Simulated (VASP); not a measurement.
# AlN (k06) (F-43m) in VASP: single point with PBEsol

Aim: the single point of AlN (k06) with PBEsol.

Everything below comes from runs of VASP 6.6.1. Logs are shortened: lines on timing, memory, paths and dates and some standing lists are left out, and cuts for length are marked.

## Step 1: The cell of the first run

Symmetry: F-43m, No. 216, cubic system. The conventional cell has a = 4.377 Å, b = 4.377 Å, c = 4.377 Å, α = 90.00°, β = 90.00°, γ = 90.00°. Within 2.5 Å of Al (site symmetry -43m) lie 4 N at 1.90 Å. Within 2.5 Å of N (site symmetry -43m) lie 4 Al at 1.90 Å.

## Step 2: Single point, PBEsol

INCAR

```
SYSTEM = AlN
PREC = Accurate
ENCUT = 600
EDIFF = 1E-6
ISMEAR = 0
SIGMA = 0.02
LREAL = .False.
LASPH = .True.
NELM = 120
ALGO = Normal
ISIF = 2
LWAVE = .False.
LCHARG = .False.
GGA = PS
NBANDS = 11
GGA_COMPAT = .False.
```

KPOINTS

```
regular mesh
0
Gamma
  14 14 14
  0 0 0
```

POSCAR

```
AlN
1.0
    0.0000000000      2.1886758690      2.1886758690
    2.1886758690      0.0000000000      2.1886758690
    2.1886758690      2.1886758690      0.0000000000
Al N
1 1
Direct
    0.0000000000      0.0000000000      0.0000000000
    0.2500000000      0.2500000000      0.2500000000
```

Potentials or basis: VASP PAW PBE potentials, release 64 (Al, N).

Started as:

```console
> cat potpaw_PBE.64/Al/POTCAR potpaw_PBE.64/N/POTCAR > POTCAR
> mpirun -np 1 vasp_std > vasp.out
```

OUTCAR:

```text
SYSTEM = AlN
   PREC = Accurate
   ENCUT = 600
   EDIFF = 1E-6
   ISMEAR = 0
   LREAL = .False.
   LASPH = .True.
   NELM = 120
   ISIF = 2
   GGA = PS

 ion  position               nearest neighbor table
   1  0.000  0.000  0.000-   2 1.90   2 1.90   2 1.90   2 1.90
   2  0.250  0.250  0.250-   1 1.90   1 1.90   1 1.90   1 1.90

  LATTYP: Found a face centered cubic cell.
 ALAT       =     4.3773517380

  Lattice vectors:

 A1 = (   0.0000000000,   2.1886758690,   2.1886758690)
 A2 = (   2.1886758690,   0.0000000000,   2.1886758690)
 A3 = (   2.1886758690,   2.1886758690,   0.0000000000)

Analysis of symmetry for initial positions (statically):
=====================================================================
 Subroutine PRICEL returns:
 Original cell was already a primitive cell.

 Routine SETGRP: Setting up the symmetry group for a
 face centered cubic supercell.

 Subroutine GETGRP returns: Found 24 space group operations
 (whereof 24 operations were pure point group operations)
 out of a pool of 48 trial point group operations.

The static configuration has the point symmetry T_d .

Analysis of symmetry for dynamics (positions and initial velocities):
=====================================================================
 Subroutine PRICEL returns:
 Original cell was already a primitive cell.

 Routine SETGRP: Setting up the symmetry group for a
 face centered cubic supercell.

 Subroutine GETGRP returns: Found 24 space group operations
 (whereof 24 operations were pure point group operations)
 out of a pool of 48 trial point group operations.

The dynamic configuration has the point symmetry T_d .

 Subroutine INISYM returns: Found 24 space group operations
 (whereof 24 operations are pure point group operations),
 and found     1 'primitive' translations

----------------------------------------------------------------------------------------

                                     Primitive cell

  volume of cell :      20.9688

  direct lattice vectors                    reciprocal lattice vectors
     0.000000000  2.188675869  2.188675869    -0.228448628  0.228448628  0.228448628
     2.188675869  0.000000000  2.188675869     0.228448628 -0.228448628  0.228448628
     2.188675869  2.188675869  0.000000000     0.228448628  0.228448628 -0.228448628

  length of vectors
     3.095255098  3.095255098  3.095255098     0.395684631  0.395684631  0.395684631

  position of ions in fractional coordinates (direct lattice)
     0.000000000  0.000000000  0.000000000
     0.250000000  0.250000000  0.250000000

  ion indices of the primitive-cell ions
   primitive index   ion index
                 1           1
                 2           2

----------------------------------------------------------------------------------------

 KPOINTS: regular mesh

Automatic generation of k-mesh.
 Grid dimensions read from file:
 generate k-points for:   14   14   14

 Generating k-lattice:

  Cartesian coordinates                     Fractional coordinates (reciprocal lattice)
    -0.016317759  0.016317759  0.016317759     0.071428571  0.000000000  0.000000000
     0.016317759 -0.016317759  0.016317759     0.000000000  0.071428571  0.000000000
     0.016317759  0.016317759 -0.016317759     0.000000000  0.000000000  0.071428571

  Length of vectors
     0.028263188  0.028263188  0.028263188

  Shift w.r.t. Gamma in fractional coordinates (k-lattice)
     0.000000000  0.000000000  0.000000000

 Subroutine IBZKPT returns following result:
 ===========================================

 Found    104 irreducible k-points:

 Following reciprocal coordinates:
            Coordinates               Weight
  0.000000  0.000000  0.000000      1.000000
  0.071429  0.000000  0.000000      8.000000
  0.142857  0.000000  0.000000      8.000000
  0.214286  0.000000  0.000000      8.000000
  0.285714  0.000000  0.000000      8.000000
  0.357143  0.000000  0.000000      8.000000
[... 16 lines left out ...]
  0.214286  0.142857  0.000000     24.000000
  0.285714  0.142857  0.000000     24.000000
 [... further k-points ...]
   k-points           NKPTS =    104   k-points in BZ     NKDIM =    104   number of bands    NBANDS=     11
   number of dos      NEDOS =    301   number of ions     NIONS =      2
   total plane-waves  NPLWV =  21952
   dimension x,y,z NGX =    28 NGY =   28 NGZ =   28
   dimension x,y,z NGXF=    56 NGYF=   56 NGZF=   56
   ions per type =               1   1
   NGX,Y,Z   is equivalent  to a cutoff of  15.04, 15.04, 15.04 a.u.
   NGXF,Y,Z  is equivalent  to a cutoff of  30.08, 30.08, 30.08 a.u.
 SYSTEM =  AlN
   PREC   = accura    normal or accurate (medium, high low for compatibility)
   ISTART =      0    job   : 0-new  1-cont  2-samecut
   ICHARG =      2    charge: 1-file 2-atom 10-const
   ISPIN  =      1    spin polarized calculation?
   LNONCOLLINEAR =      F non collinear calculations
   LSORBIT =      F    spin-orbit coupling
   LASPH  =      T    aspherical Exc in radial PAW
   ENCUT  =  600.0 eV  44.10 Ry    6.64 a.u.   6.18  6.18  6.18*2*pi/ulx,y,z
   NELM   =    120;   NELMIN=  2; NELMDL= -5     # of ELM steps
   EDIFF  = 0.1E-05   stopping-criterion for ELM
   LREAL  =      F    real-space projection
   EDIFFG = 0.1E-04   stopping-criterion for IOM
   NSW    =      0    number of steps for IOM
   IBRION =     -1    ionic relax: 0-MD 1-quasi-New 2-CG
   NFREE  =      0    steps in history (QN), initial steepest desc. (CG)
   ISIF   =      2    stress and relaxation
   ISYM   =      2    0-nonsym 1-usesym 2-fastsym
   POTIM  = 0.5000    time-step for ionic-motion
   TEBEG  =    0.0;   TEEND  =   0.0 temperature during run
   PSTRESS=    0.0 pullay stress
   NELECT =       8.0000    total number of electrons
   NUPDOWN=      -1.0000    fix difference up-down
   EMIN   =  10.00;   EMAX   =-10.00  energy-range for DOS
   EFERMI =   0.00;   METHOD = LEGACY
   ISMEAR =     0;   SIGMA  =   0.02  broadening in eV -4-tet -1-fermi 0-gaus
   EFERMI_NEDOS =   21; number of points for ismear=-14 and -15
   IALGO  =     38    algorithm
   IMIX   =      4    mixing-type and parameters
     AMIX     =   0.40;   BMIX     =  1.00
     AMIX_MAG =   1.60;   BMIX_MAG =  1.00
  volume/ion in A,a.u.               =      10.48        70.75
  Fermi-wavevector in a.u.,A,eV,Ry     =   1.187354  2.243773 19.181608  1.409808
  Thomas-Fermi vector in A             =   2.323507
   LORBIT       =      0    0 simple, 1 ext, 2 COOP (PROOUT), +10 PAW based schemes
   GGA     = PS    functional components
   LHFCALC =     F    Hartree Fock is set to
   AEXX    =    0.0000 exact exchange contribution
   IVDW    =     0    specifies the selected vdW correction
   LEPSILON=     F    determine dielectric tensor
   LRPA    =     F    only Hartree local field effects (RPA)
 non-spin polarized calculation
 Gauss-broadening in eV      SIGMA  =   0.02
  energy-cutoff  :      600.00
  volume of cell :       20.97
 maximum number of plane-waves:       725
 NGX is ok and might be reduce to    28
   NGX = 13   NGY = 13   NGZ = 13

 number of electron       7.9999999 magnetization

 Free energy of the ion-electron system (eV)
  ---------------------------------------------------
  ext. energy  EPLUGINS =         0.00000000
  ---------------------------------------------------
  free energy    TOTEN  =       -15.61302054 eV

  energy without entropy =      -15.61302054  energy(sigma->0) =      -15.61302054

 E-fermi :   5.9742     XC(G=0): -11.1016

 val. band max:        5.8173846956   @ k =   0.0000   0.0000   0.0000
 cond. band min:       9.0013039786   @ k =   0.5000   0.5000   0.0000
 fundamental gap:      3.1839192830
 Fermi energy:         5.9741906917

 k-point     1 :       0.0000    0.0000    0.0000
  band No.  band energies     occupation
      1      -9.1042      2.00000
      2       5.8174      2.00000
      3       5.8174      2.00000
      4       5.8174      2.00000
      5       9.8938      0.00000
      6      18.2232      0.00000
      7      18.2232      0.00000
      8      18.2232      0.00000
      9      23.3535      0.00000
     10      23.3535      0.00000
     11      24.6933      0.00000

 k-point     2 :       0.0714    0.0000    0.0000
  band No.  band energies     occupation
      1      -9.0288      2.00000
      2       5.3656      2.00000
      3       5.7903      2.00000
      4       5.7903      2.00000
      5      10.2678      0.00000
      6      18.0128      0.00000
      7      18.3013      0.00000
      8      18.3013      0.00000
      9      22.4839      0.00000
     10      22.4839      0.00000
     11      24.1957      0.00000

 k-point     3 :       0.1429    0.0000    0.0000
  band No.  band energies     occupation
      1      -8.8080      2.00000
      2       4.3431      2.00000
      3       5.7165      2.00000
      4       5.7166      2.00000
      5      11.0471      0.00000
      6      17.5053      0.00000
      7      18.4069      0.00000
      8      18.4069      0.00000
      9      21.6510      0.00000
     10      21.6510      0.00000
     11      23.4522      0.00000

 k-point     4 :       0.2143    0.0000    0.0000
  band No.  band energies     occupation
      1      -8.4603      2.00000
      2       3.1417      2.00000
      3       5.6148      2.00000
      4       5.6148      2.00000
      5      11.8241      0.00000
      6      16.9149      0.00000
      7      18.2161      0.00000
      8      18.2161      0.00000
      9      21.6161      0.00000
     10      21.6161      0.00000
     11      22.9415      0.00000

 k-point     5 :       0.2857    0.0000    0.0000
  band No.  band energies     occupation
      1      -8.0225      2.00000
      2       1.9573      2.00000
      3       5.5083      2.00000
      4       5.5083      2.00000
      5      12.4180      0.00000
      6      16.3739      0.00000
      7      17.7314      0.00000
      8      17.7314      0.00000
      9      22.3830      0.00000
     10      22.3830      0.00000
     11      22.8074      0.00000
[... 211 lines left out ...]
 k-point    21 :      -0.0714    0.0714    0.0000
  band No.  band energies     occupation
      1      -8.9049      2.00000
      2       4.8314      2.00000
      3       5.5915      2.00000
      4       5.8133      2.00000
      5      10.7594      0.00000
      6      17.7238      0.00000
      7      18.3526      0.00000
      8      18.4094      0.00000
      9      21.2376      0.00000
     10      22.2418      0.00000
     11      25.0355      0.00000

 k-point    22 :       0.1429    0.1429    0.0000
  band No.  band energies     occupation
      1      -8.7100      2.00000
      2       4.4200      2.00000
      3       5.4188      2.00000
      4       5.4188      2.00000
      5      11.3332      0.00000
      6      17.1096      0.00000
      7      18.7701      0.00000
      8      18.7701      0.00000
      9      18.9143      0.00000
     10      23.9673      0.00000
     11      25.9504      0.00000

 k-point    23 :       0.2143    0.1429    0.0000
  band No.  band energies     occupation
      1      -8.4536      2.00000
      2       3.6663      2.00000
      3       5.2467      2.00000
      4       5.2940      2.00000
      5      11.8145      0.00000
      6      16.7247      0.00000
      7      17.7247      0.00000
      8      18.9391      0.00000
      9      19.3880      0.00000
     10      23.9295      0.00000
     11      25.6797      0.00000

 k-point    24 :       0.2857    0.1429    0.0000
  band No.  band energies     occupation
      1      -8.0865      2.00000
      2       2.6835      2.00000
      3       5.1050      2.00000
      4       5.1439      2.00000
      5      12.2635      0.00000
      6      16.3124      0.00000
      7      17.0619      0.00000
      8      18.8154      0.00000
      9      20.1252      0.00000
     10      24.1743      0.00000
     11      25.2586      0.00000

 [... further k-points ...]
[... 5 lines left out ...]
  --------------------------------------------------------------------------------------
  -------------------------------------------------------------------------------------
  Total       -0.0174832     -0.0174832     -0.0174832      0.0000000     -0.0000000      0.0000000
  in kB       -1.3358504     -1.3358504     -1.3358504      0.0000000     -0.0000000      0.0000000
  external PRESSURE =      -1.3358504 kB  Pullay stress =       0.0000000 kB

 VOLUME and BASIS-vectors are now :
 -----------------------------------------------------------------------------
  energy-cutoff  :      600.00
  volume of cell :       20.97
      direct lattice vectors                 reciprocal lattice vectors
     0.000000000  2.188675869  2.188675869    -0.228448628  0.228448628  0.228448628
     2.188675869  0.000000000  2.188675869     0.228448628 -0.228448628  0.228448628
     2.188675869  2.188675869  0.000000000     0.228448628  0.228448628 -0.228448628

 POSITION                                       TOTAL-FORCE (eV/Angst)
 -----------------------------------------------------------------------------------
      0.00000      0.00000      0.00000         0.000000     -0.000000     -0.000000
      1.09434      1.09434      1.09434        -0.000000      0.000000      0.000000
 -----------------------------------------------------------------------------------
    total drift:                                0.000000      0.000000      0.000000

  FREE ENERGIE OF THE ION-ELECTRON SYSTEM (eV)
  ---------------------------------------------------
  free  energy   TOTEN  =       -15.6130205383 eV

  energy  without entropy=      -15.6130205383  energy(sigma->0) =      -15.61302054
```

It took 48 s on 1 thread of Intel Xeon 8259CL, shared host; peak memory 0.17 GiB.

Results:

```
Free energy            : -15.6130 eV
Pressure               : -0.1 GPa
Band gap on the k mesh : 3.18 eV, indirect (least direct gap 4.08 eV)
```

Levels at points of the mesh, in eV from the valence-band top:
```csv
k point,band 2,band 3,band 4,band 5,band 6,band 7
"(0.00, 0.00, 0.00)",0.00,0.00,0.00,4.08,12.41,12.41
"(0.50, 0.00, 0.00)",-5.89,-0.48,-0.48,7.23,9.72,11.00
"(0.50, 0.50, 0.00)",-4.93,-1.78,-1.78,3.18,8.44,13.79
```

Caveat: the PAW data sets were made with another functional, which shifts forces and pressure a little.
